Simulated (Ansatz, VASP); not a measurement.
**Al2O3 in VASP and in Ansatz**

```
Al O
1.0
     4.59259    0.00000    0.00000
     0.00000    9.57312    0.00000
     0.00000    0.00000    3.09357
Al O
4 6
Cartesian
  1.9008 3.1687 1.5468
  2.6918 6.4044 1.5468
  4.1971 1.6179 0.0000
  0.3955 7.9553 0.0000
  3.3597 2.1318 1.5468
  0.0000 0.0000 0.0000
  3.5291 6.9184 0.0000
  1.0634 2.6548 0.0000
  1.2329 7.4413 1.5468
  2.2963 4.7866 1.5468
```

Change from the starting cell: strain +0.000 along x and y, +0.040 along z, atoms carried along.

Alike in both runs: task single point; functional LDA; k mesh 6 × 4 × 8; occupations gaussian, width 0.05 eV; no spin polarisation.

|  | VASP | Ansatz |
| --- | --- | --- |
| version | VASP 6.6.1 | Ansatz 0.2.0 |
| potentials or method | VASP PAW LDA potentials, release 64 (Al, O), cutoff 520 eV | scalar-relativistic, plane waves, PAW |
| valence electrons in the cell | 48 | 48 |

```tsv
	VASP	Ansatz	Ansatz less VASP
gap on the k mesh at the Fermi level (eV)	3.44	3.45	+0.014
least direct gap on the mesh (eV)	3.44	3.45	+0.014
pressure (GPa)	-4.7	-5.4	-0.71
traceless stress, the component that is largest in VASP (GPa)	-6.83	-6.48	+0.352
rms of the force components (eV/Å)	0.286	0.258	-0.0280
```

LDA's correlation is that of Perdew and Zunger in VASP and of Perdew and Wang (1992) in Ansatz. Atom by atom the forces differ by 0.034 eV/Å (rms over components).
